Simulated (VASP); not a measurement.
# Ta (Im-3m) in VASP: a series of runs

Ta is run at these levels: LDA; tasks: single point, relaxation of cell and atoms.

Everything below comes from runs of VASP 6.6.1. Logs are shortened: lines on timing, memory, paths and dates and some standing lists are left out, and cuts for length are marked.

## 1. The cell of the first run

Symmetry: Im-3m, No. 229, cubic system. Conventional cell: a = 3.253 Å, b = 3.253 Å, c = 3.253 Å, α = 90.00°, β = 90.00°, γ = 90.00°. Within 3.7 Å of Ta (site symmetry m-3m) lie 14 Ta at 2.82 to 3.25 Å.

## 2. Single point, LDA

Input file INCAR:

```
PREC     = Accurate       # precision mode
ENCUT    = 520            # plane-wave cutoff, eV
EDIFF    = 1E-6           # SCF threshold, eV
ISMEAR   = 0              # smearing method
SIGMA    = 0.1            # smearing width, eV
LREAL    = False          # projectors in reciprocal space
LASPH    = True           # aspherical terms in the spheres
NELM     = 100            # most SCF steps
ALGO     = Normal         # electronic algorithm
ISIF     = 2              # what is computed and relaxed
LWAVE    = False          # write WAVECAR
LCHARG   = False          # write CHGCAR
GGA      = CA             # functional
NBANDS   = 12             # bands
```

Input file KPOINTS:

```
regular mesh
0
Gamma
  16 16 16
```

Input file POSCAR:

```
Ta
1.0
   -1.6263540845      1.6263540845      1.6263540845
    1.6263540845     -1.6263540845      1.6263540845
    1.6263540845      1.6263540845     -1.6263540845
Ta
1
Direct
    0.0000000000      0.0000000000      0.0000000000
```

Potentials or basis: VASP PAW LDA potentials, release 64 (Ta_pv).

Run with:

```
$ cat potpaw_LDA.64/Ta_pv/POTCAR > POTCAR
$ mpirun -np 1 vasp_std > vasp.out
```

OUTCAR:

```text
PREC = Accurate
   ENCUT = 520
   EDIFF = 1E-6
   ISMEAR = 0
   LREAL = False
   LASPH = True
   NELM = 100
   ISIF = 2
   GGA = CA

 ion  position               nearest neighbor table
   1  0.000  0.000  0.000-

  LATTYP: Found a body centered cubic cell.
 ALAT       =     3.2527081690

  Lattice vectors:

 A1 = (  -1.6263540845,   1.6263540845,   1.6263540845)
 A2 = (   1.6263540845,  -1.6263540845,   1.6263540845)
 A3 = (   1.6263540845,   1.6263540845,  -1.6263540845)

Analysis of symmetry for initial positions (statically):
=====================================================================
 Subroutine PRICEL returns:
 Original cell was already a primitive cell.

 Routine SETGRP: Setting up the symmetry group for a
 body centered cubic supercell.

 Subroutine GETGRP returns: Found 48 space group operations
 (whereof 48 operations were pure point group operations)
 out of a pool of 48 trial point group operations.

The static configuration has the point symmetry O_h .

Analysis of symmetry for dynamics (positions and initial velocities):
=====================================================================
 Subroutine PRICEL returns:
 Original cell was already a primitive cell.

 Routine SETGRP: Setting up the symmetry group for a
 body centered cubic supercell.

 Subroutine GETGRP returns: Found 48 space group operations
 (whereof 48 operations were pure point group operations)
 out of a pool of 48 trial point group operations.

The dynamic configuration has the point symmetry O_h .

 Subroutine INISYM returns: Found 48 space group operations
 (whereof 48 operations are pure point group operations),
 and found     1 'primitive' translations

----------------------------------------------------------------------------------------

                                     Primitive cell

  volume of cell :      17.2070

  direct lattice vectors                    reciprocal lattice vectors
    -1.626354084  1.626354084  1.626354084     0.000000000  0.307436126  0.307436126
     1.626354084 -1.626354084  1.626354084     0.307436126  0.000000000  0.307436126
     1.626354084  1.626354084 -1.626354084     0.307436126  0.307436126  0.000000000

  length of vectors
     2.816927905  2.816927905  2.816927905     0.434780340  0.434780340  0.434780340

  position of ions in fractional coordinates (direct lattice)
     0.000000000  0.000000000  0.000000000

  ion indices of the primitive-cell ions
   primitive index   ion index
                 1           1

----------------------------------------------------------------------------------------

 KPOINTS: regular mesh

Automatic generation of k-mesh.
 Grid dimensions read from file:
 generate k-points for:   16   16   16

 Generating k-lattice:

  Cartesian coordinates                     Fractional coordinates (reciprocal lattice)
     0.000000000  0.019214758  0.019214758     0.062500000  0.000000000  0.000000000
     0.019214758  0.000000000  0.019214758     0.000000000  0.062500000  0.000000000
     0.019214758  0.019214758  0.000000000     0.000000000  0.000000000  0.062500000

  Length of vectors
     0.027173771  0.027173771  0.027173771

  Shift w.r.t. Gamma in fractional coordinates (k-lattice)
     0.000000000  0.000000000  0.000000000

 Subroutine IBZKPT returns following result:
 ===========================================

 Found    145 irreducible k-points:

 Following reciprocal coordinates:
            Coordinates               Weight
  0.000000  0.000000  0.000000      1.000000
  0.062500  0.000000  0.000000     12.000000
  0.125000  0.000000  0.000000     12.000000
  0.187500  0.000000  0.000000     12.000000
  0.250000  0.000000  0.000000     12.000000
  0.312500  0.000000  0.000000     12.000000
[... 16 lines left out ...]
  0.187500  0.187500  0.000000     24.000000
  0.250000  0.187500 -0.000000     48.000000
 [... further k-points ...]
   k-points           NKPTS =    145   k-points in BZ     NKDIM =    145   number of bands    NBANDS=     12
   number of dos      NEDOS =    301   number of ions     NIONS =      1
   total plane-waves  NPLWV =  13824
   dimension x,y,z NGX =    24 NGY =   24 NGZ =   24
   dimension x,y,z NGXF=    48 NGYF=   48 NGZF=   48
   ions per type =               1
   NGX,Y,Z   is equivalent  to a cutoff of  14.16, 14.16, 14.16 a.u.
   NGXF,Y,Z  is equivalent  to a cutoff of  28.33, 28.33, 28.33 a.u.
 SYSTEM =  unknown system
   PREC   = accura    normal or accurate (medium, high low for compatibility)
   ISTART =      0    job   : 0-new  1-cont  2-samecut
   ICHARG =      2    charge: 1-file 2-atom 10-const
   ISPIN  =      1    spin polarized calculation?
   LNONCOLLINEAR =      F non collinear calculations
   LSORBIT =      F    spin-orbit coupling
   LASPH  =      T    aspherical Exc in radial PAW
   ENCUT  =  520.0 eV  38.22 Ry    6.18 a.u.   5.24  5.24  5.24*2*pi/ulx,y,z
   NELM   =    100;   NELMIN=  2; NELMDL= -5     # of ELM steps
   EDIFF  = 0.1E-05   stopping-criterion for ELM
   LREAL  =      F    real-space projection
[... 7 lines left out ...]
   TEBEG  =    0.0;   TEEND  =   0.0 temperature during run
   PSTRESS=    0.0 pullay stress
   NELECT =      11.0000    total number of electrons
   NUPDOWN=      -1.0000    fix difference up-down
   EMIN   =  10.00;   EMAX   =-10.00  energy-range for DOS
   EFERMI =   0.00;   METHOD = LEGACY
   ISMEAR =     0;   SIGMA  =   0.10  broadening in eV -4-tet -1-fermi 0-gaus
   EFERMI_NEDOS =   21; number of points for ismear=-14 and -15
   IALGO  =     38    algorithm
   IMIX   =      4    mixing-type and parameters
     AMIX     =   0.40;   BMIX     =  1.00
     AMIX_MAG =   1.60;   BMIX_MAG =  1.00
  volume/ion in A,a.u.               =      17.21       116.12
  Fermi-wavevector in a.u.,A,eV,Ry     =   1.410275  2.665034 27.060314  1.988877
  Thomas-Fermi vector in A             =   2.532246
   LORBIT       =      0    0 simple, 1 ext, 2 COOP (PROOUT), +10 PAW based schemes
   GGA     = CA    functional components
   LHFCALC =     F    Hartree Fock is set to
   AEXX    =    0.0000 exact exchange contribution
   IVDW    =     0    specifies the selected vdW correction
   LEPSILON=     F    determine dielectric tensor
   LRPA    =     F    only Hartree local field effects (RPA)
 non-spin polarized calculation
 Gauss-broadening in eV      SIGMA  =   0.10
  energy-cutoff  :      520.00
  volume of cell :       17.21
 maximum number of plane-waves:       476
 NGX is ok and might be reduce to    24
   NGX = 11   NGY = 11   NGZ = 11

 number of electron      10.9999999 magnetization

 Free energy of the ion-electron system (eV)
  ---------------------------------------------------
  ext. energy  EPLUGINS =         0.00000000
  ---------------------------------------------------
  free energy    TOTEN  =       -12.82720774 eV

  energy without entropy =      -12.81970084  energy(sigma->0) =      -12.82345429

 E-fermi :   5.7767     XC(G=0): -13.0291

 val. band max:        5.7752838834   @ k =  -0.4375   0.4375   0.1250
 cond. band min:       5.7883514418   @ k =   0.1250   0.0625  -0.0000
 fundamental gap:      0.0130675585
 Fermi energy:         5.7766875366

 k-point     1 :       0.0000    0.0000    0.0000
  band No.  band energies     occupation
      1     -26.9321      2.00000
      2     -26.9321      2.00000
      3     -26.9321      2.00000
      4      -2.2276      2.00000
      5       6.4534      0.00000
      6       6.4534      0.00000
      7       6.4534      0.00000
      8       9.8769      0.00000
      9       9.8769      0.00000
     10      19.6312      0.00000
     11      21.0726      0.00000
     12      21.0726      0.00000

 k-point     2 :       0.0625    0.0000    0.0000
  band No.  band energies     occupation
      1     -26.9903      2.00000
      2     -26.9497      2.00000
      3     -26.9325      2.00000
      4      -2.0413      2.00000
      5       6.3328      0.00000
      6       6.4203      0.00000
      7       6.6358      0.00000
      8       9.6791      0.00000
      9       9.8769      0.00000
     10      19.6313      0.00000
     11      21.2422      0.00000
     12      21.3946      0.00000

 k-point     3 :       0.1250    0.0000    0.0000
  band No.  band energies     occupation
      1     -27.1534      2.00000
      2     -26.9996      2.00000
      3     -26.9336      2.00000
      4      -1.5095      2.00000
      5       6.0083      0.00105
      6       6.2720      0.00000
      7       7.1759      0.00000
      8       9.3089      0.00000
      9       9.8900      0.00000
     10      19.6309      0.00000
     11      21.6499      0.00000
     12      22.3206      0.00000
[... 286 lines left out ...]
 k-point    23 :       0.1875    0.1875    0.0000
  band No.  band energies     occupation
      1     -27.8898      2.00000
      2     -27.2688      2.00000
      3     -27.0346      2.00000
      4       1.4373      2.00000
      5       4.6830      2.00000
      6       5.0765      2.00000
      7       8.9273      0.00000
      8      10.7152      0.00000
      9      11.3443      0.00000
     10      19.6195      0.00000
     11      20.5489      0.00000
     12      23.0399      0.00000

 k-point    24 :       0.2500    0.1875   -0.0000
  band No.  band energies     occupation
      1     -28.0263      2.00000
      2     -27.3853      2.00000
      3     -27.0531      2.00000
      4       2.0596      2.00000
      5       4.4180      2.00000
      6       5.1762      2.00000
      7       9.2043      0.00000
      8      10.8032      0.00000
      9      12.8875      0.00000
     10      19.1808      0.00000
     11      19.6656      0.00000
     12      22.0073      0.00000

 [... further k-points ...]

------------------------ aborting loop because EDIFF is reached ----------------------------------------

  FORCE on cell =-STRESS in cart. coord.  units (eV):
  Direction    XX          YY          ZZ          XY          YZ          ZX
  --------------------------------------------------------------------------------------
  -------------------------------------------------------------------------------------
  Total        0.0899844      0.0899844      0.0899844      0.0000000      0.0000000     -0.0000000
  in kB        8.3786225      8.3786225      8.3786225      0.0000000      0.0000000     -0.0000000
  external PRESSURE =       8.3786225 kB  Pullay stress =       0.0000000 kB

 VOLUME and BASIS-vectors are now :
 -----------------------------------------------------------------------------
  energy-cutoff  :      520.00
  volume of cell :       17.21
      direct lattice vectors                 reciprocal lattice vectors
    -1.626354084  1.626354084  1.626354084     0.000000000  0.307436126  0.307436126
     1.626354084 -1.626354084  1.626354084     0.307436126  0.000000000  0.307436126
     1.626354084  1.626354084 -1.626354084     0.307436126  0.307436126  0.000000000

 POSITION                                       TOTAL-FORCE (eV/Angst)
 -----------------------------------------------------------------------------------
      0.00000      0.00000      0.00000        -0.000000      0.000000      0.000000
 -----------------------------------------------------------------------------------
    total drift:                                0.000000      0.000000     -0.000000

  FREE ENERGIE OF THE ION-ELECTRON SYSTEM (eV)
  ---------------------------------------------------
  free  energy   TOTEN  =       -12.8272077382 eV

  energy  without entropy=      -12.8197008363  energy(sigma->0) =      -12.82345429
```

Wall time 25 s (1 thread of Intel Xeon 8259CL, shared host); peak memory 0.15 GiB.

What came out:

```
Free energy            : -12.8272 eV
Pressure               : 0.8 GPa
Band gap on the k mesh : zero (an odd number of electrons rules out a gap without spin polarisation)
```

Caveat: spin-orbit coupling is left out, which moves the levels of the heavy elements.

## 3. Single point, LDA

This run uses another cell than the first one, of 17.25 Å³/atom.

Input file INCAR:

```
PREC = Accurate
ENCUT = 520
EDIFF = 1E-6
ISMEAR = -1
SIGMA = 0.15
LREAL = False
LASPH = True
NELM = 60
ALGO = Normal
ISIF = 2
LWAVE = False
LCHARG = True
GGA = CA
LELF = True
LVHAR = True
NBANDS = 12
```

KPOINTS is that of step 2.

Input file POSCAR:

```
Ta
1.0
   -1.6278024057      1.6278024057      1.6278024057
    1.6278024057     -1.6278024057      1.6278024057
    1.6278024057      1.6278024057     -1.6278024057
Ta
1
Direct
    0.0000000000      0.0000000000      0.0000000000
```

Potentials or basis: VASP PAW LDA potentials, release 64 (Ta_pv).

Run with:

```
$ cat potpaw_LDA.64/Ta_pv/POTCAR > POTCAR
$ mpirun -np 1 vasp_std > vasp.out
```

Wall time 32 s (1 thread of Intel Xeon 8259CL, shared host); peak memory 0.15 GiB.

Results (log left out):

| Quantity | Value |
| --- | --- |
| Free energy | -12.8737 eV |
| Pressure | 0.9 GPa |
| Band gap on the k mesh | zero (an odd number of electrons rules out a gap without spin polarisation) |

Levels at points of the mesh, in eV from the Fermi level:
```tsv
k point	band 2	band 3	band 4	band 5	band 6	band 7	band 8	band 9	band 10	band 11
(0.00, 0.00, 0.00)	-32.75	-32.75	-8.03	0.64	0.64	0.64	4.05	4.05	13.81	15.25
(0.50, 0.00, 0.00)	-33.20	-32.76	-4.60	-1.74	1.92	3.97	5.03	8.15	12.20	12.38
(0.50, 0.50, 0.50)	-33.71	-33.71	-4.11	-4.11	7.12	7.12	7.12	9.12	9.12	9.12
```

Caveat: spin-orbit coupling is left out, which moves the levels of the heavy elements.

## 4. Relaxation of cell and atoms, LDA

Input file INCAR:

```
SYSTEM = Ta
ALGO = Fast ; EDIFF = 1E-6
EDIFFG = -0.001 ; ENCUT = 600
IBRION = 2 ; ISIF = 3
ISMEAR = -1 ; LASPH = .True.
LCHARG = .False. ; LREAL = .False.
LWAVE = .False. ; NELM = 60
NSW = 80 ; PREC = Accurate
SIGMA = 0.15
```

Input file KPOINTS:

```
k-points
0
Gamma
  16 16 16
  0 0 0
```

Input file POSCAR:

```
Ta
1.0
   -1.6263540845      1.6263540845      1.6263540845
    1.6263540845     -1.6263540845      1.6263540845
    1.6263540845      1.6263540845     -1.6263540845
Ta
1
Direct
    0.0000000000      0.0000000000      0.0000000000
```

Run with:

```
$ cat potpaw_LDA.64/Ta_pv/POTCAR > POTCAR
$ mpirun -np 1 vasp_std > vasp.out
```

Run time: 3 min. Hardware: 1 thread of Intel Xeon 8259CL, shared host; peak memory 0.16 GiB.

The run converged. Its results:

- Free energy: -12.8740 eV
- Relaxed volume: 17.32 Å³/atom
- Relaxed cell: a = 2.823 Å, b = 2.823 Å, c = 2.823 Å, α = 109.47°, β = 109.47°, γ = 109.47°
- Space group after relaxing (to 0.1 Å): Im-3m (No. 229)
- Energy gained by relaxing: 0.5 meV/atom
- Ionic steps: 30
- Pressure after relaxing: 0.0 GPa
- Band gap on the k mesh: zero (an odd number of electrons rules out a gap without spin polarisation)

Step by step:
| step | energy change (eV) | largest force (eV/Å) | pressure (GPa) | volume (Å³) |
| --- | --- | --- | --- | --- |
| 1 | 0.0000 | 0.0000 | 1.49 | 17.21 |
| 2 | 0.0026 | 0.0000 | -3.46 | 17.61 |
| 3 | -0.0005 | 0.0000 | -0.14 | 17.32 |
| 4 | -0.0005 | 0.0000 | 0.08 | 17.31 |
| 5 | -0.0005 | 0.0000 | 0.07 | 17.32 |
| 6 | -0.0005 | 0.0000 | 0.03 | 17.32 |
| 7 | -0.0005 | 0.0000 | 0.02 | 17.32 |
| 8 | -0.0005 | 0.0000 | 0.02 | 17.32 |
| 9 | -0.0005 | 0.0000 | 0.01 | 17.32 |
| 10 | -0.0005 | 0.0000 | 0.01 | 17.32 |
| 11 | -0.0005 | 0.0000 | 0.01 | 17.32 |
| 12 | -0.0005 | 0.0000 | 0.01 | 17.32 |
| 13 | -0.0005 | 0.0000 | 0.01 | 17.32 |
| 14 | -0.0005 | 0.0000 | 0.01 | 17.32 |
| 15 | -0.0005 | 0.0000 | 0.02 | 17.32 |
| 16 | -0.0005 | 0.0000 | 0.01 | 17.32 |
| 17 | -0.0005 | 0.0000 | 0.02 | 17.32 |
| 18 | -0.0005 | 0.0000 | 0.02 | 17.32 |
| 19 | -0.0005 | 0.0000 | -0.05 | 17.33 |
| 20 | -0.0005 | 0.0000 | -0.09 | 17.32 |
| 21 | -0.0005 | 0.0000 | -0.05 | 17.32 |
| 22 | -0.0005 | 0.0000 | -0.03 | 17.32 |
| 23 | -0.0005 | 0.0000 | -0.03 | 17.32 |
| 24 | -0.0005 | 0.0000 | -0.04 | 17.32 |
| 25 | -0.0005 | 0.0000 | 0.02 | 17.32 |
| 26 | -0.0005 | 0.0000 | 0.04 | 17.32 |
| 27 | -0.0005 | 0.0000 | 0.04 | 17.32 |
| 28 | -0.0005 | 0.0000 | 0.02 | 17.32 |
| 29 | -0.0005 | 0.0000 | 0.02 | 17.32 |
| 30 | -0.0005 | 0.0000 | 0.00 | 17.32 |

Final structure:
```yaml
crystal:
  lattice:
    - [-1.62997, 1.62997, 1.62997]
    - [1.62997, -1.62997, 1.62997]
    - [1.62997, 1.62997, -1.62997]
  atoms:
    - { symbol: Ta, position: [0.00000, 0.00000, 0.00000] }
```

Levels at points of the mesh, in eV from the Fermi level:
```
           k point  band 2  band 3  band 4  band 5  band 6  band 7  band 8  band 9
(0.00, 0.00, 0.00)  -32.77  -32.77   -8.02    0.64    0.64    0.64    4.04    4.04
(0.50, 0.00, 0.00)  -33.21  -32.78   -4.58   -1.73    1.90    3.95    5.01    8.11
(0.50, 0.50, 0.50)  -33.71  -33.71   -4.09   -4.09    7.08    7.08    7.08    9.09
```

Caveat: spin-orbit coupling is left out, which moves the levels of the heavy elements.

## 5. Overview

| task | cell | cutoff (eV) | smearing | gap on the mesh (eV) | pressure (GPa) |
| --- | --- | --- | --- | --- | --- |
| single point | a = 2.817 Å, angles 109.5°, 1 atom | 520 | gaussian 0.1 eV | none | 0.8 |
| single point | a = 2.819 Å, angles 109.5°, 1 atom | 520 | fermi-dirac 0.15 eV | none | 0.9 |
| relaxation of cell and atoms | relaxed from a = 2.817 Å, angles 109.5°, 1 atom | 600 | fermi-dirac 0.15 eV | none | 0.0 |

Alike in all rows: level LDA; potentials or basis VASP PAW LDA potentials, release 64 (Ta_pv); no spin polarisation; k mesh 16 × 16 × 16.

Caveats: spin-orbit coupling is left out, which moves the levels of the heavy elements.

Absolute energies hang on the potentials; compare differences alone.
